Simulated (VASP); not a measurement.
AlN, 8 atoms in the cell. It takes space group Pm (No. 6, monoclinic). Conventional cell: a = 3.276 Å, b = 4.101 Å, c = 5.674 Å, α = 90.00°, β = 90.00°, γ = 90.00°. Al (site symmetry m) has 4 N at 1.64 to 2.17 Å within 2.2 Å. Within 2.5 Å of Al (site symmetry m) lie 5 N at 1.89 to 2.05 Å. Al (site symmetry m) has 5 N at 1.89 to 2.05 Å within 2.5 Å. Within 2.5 Å of Al (site symmetry m) lie 5 N at 1.89 to 2.05 Å. N (site symmetry m) has 5 Al at 1.89 to 2.17 Å within 2.5 Å. N (site symmetry m) has 5 Al at 1.89 to 2.05 Å within 2.5 Å. N (site symmetry m) has 5 Al at 1.64 to 2.05 Å within 2.2 Å. Within 2.5 Å of N (site symmetry m) lie 4 Al at 1.89 to 2.05 Å.  This cell differs from its parent crystal: atom 1 (Al) moved by +0.620 Å along [1 0 0] and +0.372 Å along [1 2 0].

| Property | Result |
| --- | --- |
| Program | VASP 6.6.1 |
| Task | single point |
| Functional | LDA |
| Potentials or basis | VASP PAW LDA potentials, release 64 (Al, N) |
| Cutoff | 520 eV |
| k mesh | 8 × 6 × 4 |
| Occupations | gaussian, width 0.05 eV |
| Spin | no spin polarisation |
| Dipole correction | no |
| Further INCAR settings | ALGO = Normal; EDIFF = 1e-06; NBANDS = 26 |

Potentials or basis: VASP PAW LDA potentials, release 64 (Al, N).

Command:

```bash
$ cat potpaw_LDA.64/Al/POTCAR potpaw_LDA.64/N/POTCAR > POTCAR
$ mpirun -np 1 vasp_std > vasp.out
```

Hardware: 1 thread of Intel(R) Xeon(R) 6975P-C (Granite Rapids) (shared host).

Estimate the wall time of this run.

Wall time 53 s on 1 thread of Intel(R) Xeon(R) 6975P-C (Granite Rapids), on a shared host, peak memory 0.22 GiB. Counts: scf iterations 14, k points 72.
